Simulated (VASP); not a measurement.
# GaN (P6_3mc) in VASP: notebook

GaN is run at these levels: PBEsol; tasks: single point.

Everything below comes from runs of VASP 6.6.1. Logs are shortened: lines on timing, memory, paths and dates and some standing lists are left out, and cuts for length are marked.

**1. The cell of the first run**

The structure is hexagonal, space group P6_3mc (No. 186). The conventional cell has a = 3.183 Å, b = 3.183 Å, c = 5.030 Å, α = 90.00°, β = 90.00°, γ = 120.00°. Ga (site symmetry 3m) has 4 N at 1.89 to 1.94 Å within 2.5 Å. N (site symmetry 3m) has 4 Ga at 1.89 to 1.94 Å within 2.5 Å.

**2. Single point, PBEsol (strain +0.000 along x and y, -0.030 along z)**

Contents of INCAR:

```
PREC     = Accurate       # precision mode
ENCUT    = 520            # plane-wave cutoff, eV
EDIFF    = 1E-6           # SCF threshold, eV
ISMEAR   = 0              # smearing method
SIGMA    = 0.05           # smearing width, eV
LREAL    = F              # projectors in reciprocal space
LASPH    = T              # aspherical terms in the spheres
NELM     = 100            # most SCF steps
ALGO     = Normal         # electronic algorithm
ISIF     = 2              # what is computed and relaxed
LWAVE    = F              # write WAVECAR
LCHARG   = T              # write CHGCAR
GGA      = PS             # functional
LELF     = T              # ELF
LVHAR    = T            
NBANDS   = 26             # bands
```

Contents of KPOINTS:

```
Automatic mesh
0
Gamma
  12 12 6
```

Contents of POSCAR:

```
GaN
1.0
    3.1825784872      0.0000000000      0.0000000000
   -1.5912892436      2.7561938194      0.0000000000
    0.0000000000      0.0000000000      5.0298632971
Ga N
2 2
Direct
    0.3333333333      0.6666666667      0.9991941071
    0.6666666667      0.3333333333      0.4991941071
    0.3333333333      0.6666666667      0.3758058929
    0.6666666667      0.3333333333      0.8758058929
```

Potentials or basis: VASP PAW PBE potentials, release 64 (Ga_d, N).

Command:

```console
cat potpaw_PBE.64/Ga_d/POTCAR potpaw_PBE.64/N/POTCAR > POTCAR
mpirun -np 1 vasp_std > vasp.out
```

OUTCAR:

```text
PREC = Accurate
   ENCUT = 520
   EDIFF = 1E-6
   ISMEAR = 0
   LREAL = F
   LASPH = T
   NELM = 100
   ISIF = 2
   GGA = PS

 ion  position               nearest neighbor table
   1  0.333  0.667  0.999-   3 1.89   4 1.94   4 1.94   4 1.94
   2  0.667  0.333  0.499-   4 1.89   3 1.94   3 1.94   3 1.94
   3  0.333  0.667  0.376-   1 1.89   2 1.94   2 1.94   2 1.94
   4  0.667  0.333  0.876-   2 1.89   1 1.94   1 1.94   1 1.94

  LATTYP: Found a hexagonal cell.
 ALAT       =     3.1825784872
 C/A-ratio  =     1.5804365288

  Lattice vectors:

 A1 = (   3.1825784872,   0.0000000000,   0.0000000000)
 A2 = (  -1.5912892436,   2.7561938194,   0.0000000000)
 A3 = (   0.0000000000,   0.0000000000,   5.0298632971)

Analysis of symmetry for initial positions (statically):
=====================================================================
 Subroutine PRICEL returns:
 Original cell was already a primitive cell.

 Routine SETGRP: Setting up the symmetry group for a
 hexagonal supercell.

 Subroutine GETGRP returns: Found 12 space group operations
 (whereof  6 operations were pure point group operations)
 out of a pool of 24 trial point group operations.

The static configuration has the point symmetry C_3v.
 The point group associated with its full space group is C_6v.

Analysis of symmetry for dynamics (positions and initial velocities):
=====================================================================
 Subroutine PRICEL returns:
 Original cell was already a primitive cell.

 Routine SETGRP: Setting up the symmetry group for a
 hexagonal supercell.

 Subroutine GETGRP returns: Found 12 space group operations
 (whereof  6 operations were pure point group operations)
 out of a pool of 24 trial point group operations.

The dynamic configuration has the point symmetry C_3v.
 The point group associated with its full space group is C_6v.

 Subroutine INISYM returns: Found 12 space group operations
 (whereof  6 operations are pure point group operations),
 and found     1 'primitive' translations

----------------------------------------------------------------------------------------

                                     Primitive cell

  volume of cell :      44.1210

  direct lattice vectors                    reciprocal lattice vectors
     3.182578487  0.000000000  0.000000000     0.314210633  0.181409593  0.000000000
    -1.591289244  2.756193819  0.000000000     0.000000000  0.362819187  0.000000000
     0.000000000  0.000000000  5.029863297     0.000000000  0.000000000  0.198812560

  length of vectors
     3.182578487  3.182578487  5.029863297     0.362819187  0.362819187  0.198812560

  position of ions in fractional coordinates (direct lattice)
     0.333333333  0.666666667  0.999194107
     0.666666667  0.333333333  0.499194107
     0.333333333  0.666666667  0.375805893
     0.666666667  0.333333333  0.875805893

  ion indices of the primitive-cell ions
   primitive index   ion index
                 1           1
                 2           2
                 3           3
                 4           4

----------------------------------------------------------------------------------------

 KPOINTS: Automatic mesh

Automatic generation of k-mesh.
 Grid dimensions read from file:
 generate k-points for:   12   12    6

 Generating k-lattice:

  Cartesian coordinates                     Fractional coordinates (reciprocal lattice)
     0.026184219  0.015117466  0.000000000     0.083333333 -0.000000000  0.000000000
     0.000000000  0.030234932  0.000000000     0.000000000  0.083333333  0.000000000
     0.000000000  0.000000000  0.033135427     0.000000000  0.000000000  0.166666667

  Length of vectors
     0.030234932  0.030234932  0.033135427

  Shift w.r.t. Gamma in fractional coordinates (k-lattice)
     0.000000000  0.000000000  0.000000000

 Subroutine IBZKPT returns following result:
 ===========================================

 Found     76 irreducible k-points:

 Following reciprocal coordinates:
            Coordinates               Weight
  0.000000  0.000000  0.000000      1.000000
  0.083333  0.000000  0.000000      6.000000
  0.166667  0.000000  0.000000      6.000000
  0.250000  0.000000  0.000000      6.000000
  0.333333  0.000000  0.000000      6.000000
  0.416667  0.000000  0.000000      6.000000
[... 16 lines left out ...]
  0.250000  0.000000  0.166667     12.000000
  0.333333  0.000000  0.166667     12.000000
 [... further k-points ...]
   k-points           NKPTS =     76   k-points in BZ     NKDIM =     76   number of bands    NBANDS=     26
   number of dos      NEDOS =    301   number of ions     NIONS =      4
   total plane-waves  NPLWV =  23040
   dimension x,y,z NGX =    24 NGY =   24 NGZ =   40
   dimension x,y,z NGXF=    48 NGYF=   48 NGZF=   80
   ions per type =               2   2
   NGX,Y,Z   is equivalent  to a cutoff of  12.54, 12.54, 13.22 a.u.
   NGXF,Y,Z  is equivalent  to a cutoff of  25.07, 25.07, 26.44 a.u.
 SYSTEM =  unknown system
   PREC   = accura    normal or accurate (medium, high low for compatibility)
   ISTART =      0    job   : 0-new  1-cont  2-samecut
   ICHARG =      2    charge: 1-file 2-atom 10-const
   ISPIN  =      1    spin polarized calculation?
   LNONCOLLINEAR =      F non collinear calculations
   LSORBIT =      F    spin-orbit coupling
   LASPH  =      T    aspherical Exc in radial PAW
   ENCUT  =  520.0 eV  38.22 Ry    6.18 a.u.   5.92  5.92  9.35*2*pi/ulx,y,z
   NELM   =    100;   NELMIN=  2; NELMDL= -5     # of ELM steps
   EDIFF  = 0.1E-05   stopping-criterion for ELM
   LREAL  =      F    real-space projection
   EDIFFG = 0.1E-04   stopping-criterion for IOM
   NSW    =      0    number of steps for IOM
   IBRION =     -1    ionic relax: 0-MD 1-quasi-New 2-CG
   NFREE  =      0    steps in history (QN), initial steepest desc. (CG)
   ISIF   =      2    stress and relaxation
   ISYM   =      2    0-nonsym 1-usesym 2-fastsym
   POTIM  = 0.5000    time-step for ionic-motion
   TEBEG  =    0.0;   TEEND  =   0.0 temperature during run
   PSTRESS=    0.0 pullay stress
   NELECT =      36.0000    total number of electrons
   NUPDOWN=      -1.0000    fix difference up-down
   EMIN   =  10.00;   EMAX   =-10.00  energy-range for DOS
   EFERMI =   0.00;   METHOD = LEGACY
   ISMEAR =     0;   SIGMA  =   0.05  broadening in eV -4-tet -1-fermi 0-gaus
   EFERMI_NEDOS =   21; number of points for ismear=-14 and -15
   IALGO  =     38    algorithm
   IMIX   =      4    mixing-type and parameters
     AMIX     =   0.40;   BMIX     =  1.00
     AMIX_MAG =   1.60;   BMIX_MAG =  1.00
  volume/ion in A,a.u.               =      11.03        74.44
  Fermi-wavevector in a.u.,A,eV,Ry     =   1.529774  2.890854 31.840475  2.340209
  Thomas-Fermi vector in A             =   2.637349
   LORBIT       =      0    0 simple, 1 ext, 2 COOP (PROOUT), +10 PAW based schemes
   GGA     = PS    functional components
   LHFCALC =     F    Hartree Fock is set to
   AEXX    =    0.0000 exact exchange contribution
   IVDW    =     0    specifies the selected vdW correction
   LEPSILON=     F    determine dielectric tensor
   LRPA    =     F    only Hartree local field effects (RPA)
 non-spin polarized calculation
 Gauss-broadening in eV      SIGMA  =   0.05
  energy-cutoff  :      520.00
  volume of cell :       44.12
 maximum number of plane-waves:      1208
 NGX is ok and might be reduce to    24
   NGX = 11   NGY = 11   NGZ = 19

 number of electron      36.0000015 magnetization

 Free energy of the ion-electron system (eV)
  ---------------------------------------------------
  ext. energy  EPLUGINS =         0.00000000
  ---------------------------------------------------
  free energy    TOTEN  =       -26.20780732 eV

  energy without entropy =      -26.20780732  energy(sigma->0) =      -26.20780732

 E-fermi :   5.8253     XC(G=0): -12.0908

 val. band max:        5.5883495957   @ k =   0.0000   0.0000   0.0000
 cond. band min:       7.7018211290   @ k =   0.0000   0.0000   0.0000
 fundamental gap:      2.1134715333
 Fermi energy:         5.8252609501

 k-point     1 :       0.0000    0.0000    0.0000
  band No.  band energies     occupation
      1     -10.7176      2.00000
      2      -9.6163      2.00000
      3      -7.8590      2.00000
      4      -7.8358      2.00000
      5      -7.8358      2.00000
      6      -7.7592      2.00000
[... 18 lines left out ...]
     25      17.3078      0.00000
     26      17.3078      0.00000

 k-point     2 :       0.0833    0.0000    0.0000
  band No.  band energies     occupation
      1     -10.6451      2.00000
      2      -9.5983      2.00000
      3      -7.8495      2.00000
      4      -7.8257      2.00000
      5      -7.8182      2.00000
      6      -7.7517      2.00000
[... 18 lines left out ...]
     25      17.1991      0.00000
     26      17.4723      0.00000

 k-point     3 :       0.1667    0.0000    0.0000
  band No.  band energies     occupation
      1     -10.4452      2.00000
      2      -9.5539      2.00000
      3      -7.8219      2.00000
      4      -7.8015      2.00000
      5      -7.7666      2.00000
      6      -7.7159      2.00000
[... 18 lines left out ...]
     25      17.3477      0.00000
     26      17.8500      0.00000

 k-point     4 :       0.2500    0.0000    0.0000
  band No.  band energies     occupation
      1     -10.1723      2.00000
      2      -9.5044      2.00000
      3      -7.7947      2.00000
      4      -7.7785      2.00000
      5      -7.7165      2.00000
      6      -7.6502      2.00000
[... 18 lines left out ...]
     25      17.0947      0.00000
     26      18.3304      0.00000

 k-point     5 :       0.3333    0.0000    0.0000
  band No.  band energies     occupation
      1      -9.9115      2.00000
      2      -9.4681      2.00000
      3      -7.7825      2.00000
      4      -7.7680      2.00000
      5      -7.6869      2.00000
      6      -7.6074      2.00000
[... 18 lines left out ...]
     25      17.1393      0.00000
     26      18.9840      0.00000

 k-point     6 :       0.4167    0.0000    0.0000
  band No.  band energies     occupation
      1      -9.7370      2.00000
      2      -9.4514      2.00000
      3      -7.7847      2.00000
      4      -7.7668      2.00000
      5      -7.6715      2.00000
      6      -7.6021      2.00000
[... 427 lines left out ...]
 k-point    21 :       0.0833    0.0000    0.1667
  band No.  band energies     occupation
      1     -10.5533      2.00000
      2      -9.6323      2.00000
      3      -7.8400      2.00000
      4      -7.8242      2.00000
      5      -7.8110      2.00000
      6      -7.7603      2.00000
[... 18 lines left out ...]
     25      16.8427      0.00000
     26      17.1810      0.00000

 k-point    22 :       0.1667    0.0000    0.1667
  band No.  band energies     occupation
      1     -10.3613      2.00000
      2      -9.5794      2.00000
      3      -7.8199      2.00000
      4      -7.7980      2.00000
      5      -7.7651      2.00000
      6      -7.7169      2.00000
[... 18 lines left out ...]
     25      16.7507      0.00000
     26      17.6025      0.00000

 k-point    23 :       0.2500    0.0000    0.1667
  band No.  band energies     occupation
      1     -10.1025      2.00000
      2      -9.5193      2.00000
      3      -7.7981      2.00000
      4      -7.7711      2.00000
      5      -7.7298      2.00000
      6      -7.6597      2.00000
[... 18 lines left out ...]
     25      16.8276      0.00000
     26      18.1504      0.00000

 k-point    24 :       0.3333    0.0000    0.1667
  band No.  band energies     occupation
      1      -9.8591      2.00000
      2      -9.4740      2.00000
      3      -7.7902      2.00000
      4      -7.7561      2.00000
      5      -7.7015      2.00000
      6      -7.6131      2.00000
[... 18 lines left out ...]
     25      17.0355      0.00000
     26      18.7977      0.00000

 [... further k-points ...]
[... 5 lines left out ...]
  --------------------------------------------------------------------------------------
  -------------------------------------------------------------------------------------
  Total        0.4865320      0.4865320      4.1086624      0.0000000      0.0000000     -0.0000000
  in kB       17.6675737     17.6675737    149.1990237      0.0000000      0.0000000     -0.0000000
  external PRESSURE =      61.5113904 kB  Pullay stress =       0.0000000 kB

 VOLUME and BASIS-vectors are now :
 -----------------------------------------------------------------------------
  energy-cutoff  :      520.00
  volume of cell :       44.12
      direct lattice vectors                 reciprocal lattice vectors
     3.182578487  0.000000000  0.000000000     0.314210633  0.181409593  0.000000000
    -1.591289244  2.756193819  0.000000000     0.000000000  0.362819187  0.000000000
     0.000000000  0.000000000  5.029863297     0.000000000  0.000000000  0.198812560

 POSITION                                       TOTAL-FORCE (eV/Angst)
 -----------------------------------------------------------------------------------
     -0.00000      1.83746      5.02581         0.000000      0.000000     -0.401430
      1.59129      0.91873      2.51088        -0.000000      0.000000     -0.401430
     -0.00000      1.83746      1.89025         0.000000      0.000000      0.401430
      1.59129      0.91873      4.40518        -0.000000     -0.000000      0.401430
 -----------------------------------------------------------------------------------
    total drift:                               -0.000001     -0.000001      0.001333

  FREE ENERGIE OF THE ION-ELECTRON SYSTEM (eV)
  ---------------------------------------------------
  free  energy   TOTEN  =       -26.2078073229 eV

  energy  without entropy=      -26.2078073229  energy(sigma->0) =      -26.20780732
```

Wall time 43 s (1 thread of Intel Xeon 6975P-C (Granite Rapids), shared host); peak memory 0.2 GiB.

What came out:

```
Free energy            : -26.2078 eV
Pressure               : 6.2 GPa
Largest force          : 0.401 eV/Å
Band gap on the k mesh : 2.11 eV, direct
```

Forces in eV/Å, atoms in the order of the input:
```
Ga   0.000  0.000 -0.401
Ga   0.000  0.000 -0.401
N    0.000  0.000  0.401
N    0.000  0.000  0.401
```

Caveat: the cell differs from its parent crystal (strain +0.000 along x and y, -0.030 along z); the PAW data sets were made with another functional, which shifts forces and pressure a little.

(Continued in part 2 of 2.)
